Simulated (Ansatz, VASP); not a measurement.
Bi in VASP and in Ansatz

```
CELL_PARAMETERS angstrom
3.52374 0.00000 0.00000
-1.76187 3.05165 0.00000
0.00000 0.00000 11.78891
ATOMIC_POSITIONS crystal
Bi 0.00000 0.00000 0.00000
Bi 0.00000 0.00000 0.50000
Bi 0.33333 0.66667 0.75000
Bi 0.66667 0.33333 0.25000
```

Alike in both runs: functional PBE; k mesh 15 × 15 × 4; occupations gaussian, width 0.1 eV; no spin polarisation.

Ansatz relaxed the structure, and its values are those at the end. VASP's run is a single point on that final structure, the one shown.

|  | VASP | Ansatz |
| --- | --- | --- |
| version | VASP 6.6.1 | Ansatz 0.2.0 |
| potentials or method | VASP PAW PBE potentials, release 64 (Bi_d), cutoff 520 eV | scalar-relativistic, plane waves, PAW |
| valence electrons in the cell | 60 | 60 |

|  | VASP | Ansatz | Ansatz less VASP |
| --- | --- | --- | --- |
| gap on the k mesh at the Fermi level (eV) | none | none | - |
| pressure (GPa) | -0.1 | 0.0 | +0.05 |

A gap of «none» marks a metal or a gap that the smearing closes.

Neither program's run includes spin-orbit coupling.
